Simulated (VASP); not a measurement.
Input of a VASP 6.6.1 run:

Contents of INCAR:

```
SYSTEM = MgO
PREC     = Accurate       ! precision mode
ENCUT    = 520            ! plane-wave cutoff, eV
EDIFF    = 1E-6           ! SCF threshold, eV
ISMEAR   = 0              ! smearing method
SIGMA    = 0.02           ! smearing width, eV
LREAL    = .FALSE.        ! projectors in reciprocal space
LASPH    = .TRUE.         ! aspherical terms in the spheres
NELM     = 80             ! most SCF steps
ALGO     = Normal         ! electronic algorithm
ISIF     = 2              ! what is computed and relaxed
LWAVE    = .FALSE.        ! write WAVECAR
LCHARG   = .FALSE.        ! write CHGCAR
GGA      = PE             ! functional
NBANDS   = 26             ! bands
```

File KPOINTS:

```
regular mesh
0
G
  9 9 3
  0 0 0
```

The input POSCAR:

```
MgO
1.0
    2.9843599297      0.0000000000      0.0000000000
   -1.4921799649      2.5845315131      0.0000000000
    0.0000000000      0.0000000000     10.1441779086
Mg O
4 4
Direct
    0.0000000000      0.0000000000      0.0000000000
    0.3333333333      0.6666666667      0.2500000000
    0.0000000000      0.0000000000      0.5000000000
    0.6666666667      0.3333333333      0.7500000000
    0.6666666667      0.3333333333      0.1210113310
    0.6666666667      0.3333333333      0.3789886690
    0.3333333333      0.6666666667      0.6210113310
    0.3333333333      0.6666666667      0.8789886690
```

Potentials or basis: VASP PAW PBE potentials, release 64 (Mg, O).

The run is started by

```bash
$ cat potpaw_PBE.64/Mg/POTCAR potpaw_PBE.64/O/POTCAR > POTCAR
$ mpirun -np 1 vasp_std > vasp.out
```

Q: What does it give for the band gap on the k mesh?

A: 3.62 eV (least direct gap 3.68 eV).

Q: Estimate the pressure.

A: -0.7 GPa.

A k mesh can miss the band edges.
